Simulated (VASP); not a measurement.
Ta2N: single point with PBEsol

Ta2N:

```
CELL_PARAMETERS angstrom
3.12874 -0.01117 0.01042
-1.57405 2.72636 0.02483
0.01630 0.05426 4.80140
ATOMIC_POSITIONS crystal
Ta 0.33333 0.66667 0.25471
Ta 0.66667 0.33333 0.74529
N 0.00000 0.00000 0.00000
```

This cell differs from its parent crystal: the cell strained at random.

```json
{"Program": "VASP 6.6.1", "Task": "single point", "Functional": "PBEsol", "Potentials or basis": "VASP PAW PBE potentials, release 64 (Ta_pv, N)", "Cutoff": "520 eV", "k mesh": "8 × 7 × 4", "Occupations": "gaussian, width 0.05 eV", "Spin": "no spin polarisation"}
```

```json
{"Pressure": "-8.4 GPa", "Largest force": "0.456 eV/Å", "Band gap on the k mesh": "zero (an odd number of electrons rules out a gap without spin polarisation)"}
```

Forces in eV/Å, atoms in the order of the input:
```
Ta   0.012 -0.036 -0.455
Ta  -0.012  0.036  0.455
N    0.000  0.000  0.000
```

Stress tensor (GPa, compression positive):
```
 -7.93   1.09  -1.28
  1.09 -11.47  -3.38
 -1.28  -3.38  -5.78
```

Levels at points of the mesh, in eV from the Fermi level:
```tsv
k point	band 11	band 12	band 13	band 14	band 15	band 16	band 17	band 18
(0.00, 0.00, 0.00)	-4.88	-0.50	-0.31	-0.17	0.11	0.15	0.32	1.12
(0.50, 0.00, 0.00)	-4.53	-2.59	-1.46	1.66	1.96	3.63	3.91	4.09
(0.00, 0.00, 0.50)	-2.70	-2.51	-1.27	-1.15	1.71	1.88	2.22	2.49
(0.50, 0.00, 0.50)	-3.23	-2.13	-2.05	-0.21	0.64	3.16	3.35	3.84
```

Run time: 2.1 min on 1 thread of Intel Xeon 8259CL, with other jobs on the host, peak memory 0.22 GiB.

Caveat: the cell differs from its parent crystal (the cell strained at random); the stress differs along the axes, from -11 to -6 GPa; the PAW data sets were made with another functional, which shifts forces and pressure a little; spin-orbit coupling is left out, which moves the levels of the heavy elements.
